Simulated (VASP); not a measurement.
Wanted: the native input for a VASP 6.6.1 run.

| Property | Result |
| --- | --- |
| Task | single point |
| Functional | LDA |
| Potentials or basis | VASP PAW LDA potentials, release 64 (Cd, S) |
| Cutoff | 500 eV |
| k mesh | 6 × 4 × 6 |
| Occupations | fermi-dirac, width 0.1 eV |
| Spin | no spin polarisation |
| Dipole correction | no |
| Further INCAR settings | ALGO = Normal; EDIFF = 1e-06; NBANDS = 26 |

The structure of CdS lies in POSCAR:

```
CdS
1.0
    3.9306559405      0.0000000000      0.0000000000
    0.0000000000      5.5570435864      0.0000000000
    0.0000000000      0.0000000000      3.9303211965
Cd S
2 2
Direct
    0.5000000000      0.5000000000      0.2430260000
    0.0000000000      0.0000000000      0.7569740000
    0.5000000000      0.0000000000      0.2551630000
    0.0000000000      0.5000000000      0.7448370000
```

The input as run:

INCAR

```
ALGO = Normal ; EDIFF = 1E-6
ENCUT = 500 ; GGA_COMPAT = F
ISIF = 2 ; ISMEAR = -1
LASPH = T ; LCHARG = F
LREAL = F ; LWAVE = F
NBANDS = 26 ; NELM = 120
PREC = Accurate ; SIGMA = 0.1
```

KPOINTS

```
k-points
0
Gamma
  6 4 6
```

Potentials or basis: VASP PAW LDA potentials, release 64 (Cd, S).

The run is started by

```bash
$ cat potpaw_LDA.64/Cd/POTCAR potpaw_LDA.64/S/POTCAR > POTCAR
$ mpirun -np 1 vasp_std > vasp.out
```

It gave:

```json
{
  "Pressure": "-7.9 GPa",
  "Largest force": "0.038 eV/Å",
  "Band gap on the k mesh": "0.02 eV"
}
```

Caveat: the cell stands under tension; the smearing spreads over this small gap; semilocal functionals underestimate gaps, and a narrow one can read as zero.

Run time: 45 s on 1 thread of AMD EPYC 9R45 96-Core Processor (Zen 5) (shared host), peak memory 0.18 GiB.
